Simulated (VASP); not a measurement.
Wanted: the native input for a VASP 6.6.1 run.

* Task: single point
* Functional: LDA
* Potentials or basis: VASP PAW LDA potentials, release 64 (Ba_sv)
* Cutoff: 520 eV
* k mesh: 14 × 14 × 14
* Occupations: fermi-dirac, width 0.05 eV
* Spin: no spin polarisation
* Dipole correction: no
* Further INCAR settings: ALGO = Normal; EDIFF = 1e-06; NBANDS = 11

The structure of Ba lies in POSCAR:

```
Ba
1.0
   -2.3806961313      2.3806961313      2.3806961313
    2.3806961313     -2.3806961313      2.3806961313
    2.3806961313      2.3806961313     -2.3806961313
Ba
1
Direct
    0.0000000000      0.0000000000      0.0000000000
```

The input as run:

INCAR

```
  PREC = Accurate
  ENCUT = 520
  EDIFF = 1E-6
  ISMEAR = -1
  SIGMA = 0.05
  LREAL = False
  LASPH = True
  NELM = 60
  ALGO = Normal
  ISIF = 2
  LWAVE = False
  LCHARG = False
  NBANDS = 11
```

KPOINTS

```
regular mesh
0
Gamma
  14 14 14
```

Potentials or basis: VASP PAW LDA potentials, release 64 (Ba_sv).

The run is started by

```bash
$ cat potpaw_LDA.64/Ba_sv/POTCAR > POTCAR
$ mpirun -np 1 vasp_std > vasp.out
```

Results of the run:

```yaml
Pressure: 0.1 GPa
Band_gap_on_the_k_mesh: zero (bands 5 and 6 overlap by 1.34 eV)
```

Caveat: spin-orbit coupling is left out, which moves the levels of the heavy elements.

It took 25 s on 1 thread of Intel(R) Xeon(R) Platinum 8259CL CPU @ 2.50GHz (Skylake/Cascade Lake), with other jobs on the host, peak memory 0.19 GiB.
